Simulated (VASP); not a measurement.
Input of a VASP 6.6.1 run:

File INCAR:

```
  ALGO = Normal
  EDIFF = 1E-8
  ENCUT = 520
  GGA = PS
  ISIF = 2
  ISMEAR = -1
  LASPH = T
  LCHARG = F
  LEFG = T
  LREAL = F
  LWAVE = F
  NBANDS = 16
  NELM = 100
  PREC = Accurate
  SIGMA = 0.05
```

Contents of KPOINTS:

```
k-points
0
Gamma
  16 16 16
```

Contents of POSCAR:

```
CuO
1.0
    0.0000000000      2.2618016073      2.2618016073
    2.2618016073      0.0000000000      2.2618016073
    2.2618016073      2.2618016073      0.0000000000
Cu O
1 1
Direct
    0.0000000000      0.0000000000      0.0000000000
    0.2500000000      0.2500000000      0.2500000000
```

Potentials or basis: VASP PAW PBE potentials, release 64 (Cu, O).

Launch:

```console
$ cat potpaw_PBE.64/Cu/POTCAR potpaw_PBE.64/O/POTCAR > POTCAR
$ mpirun -np 1 vasp_std > vasp.out
```

Q: Estimate the band gap on the k mesh.

A: Zero (an odd number of electrons rules out a gap without spin polarisation).

Q: What does it give for the pressure?

A: -6.4 GPa.

Caveat: the cell stands under tension; the PAW data sets were made with another functional, which shifts forces and pressure a little; an odd number of electrons without spin polarisation forces a metal; a magnetic or distorted state may lie lower; semilocal functionals often make such compounds metallic where correlation or magnetic order opens a gap, which also shifts bond lengths. With open d or f shells a metallic result of PBEsol can be an artefact of self-interaction; +U or a hybrid may open a gap.
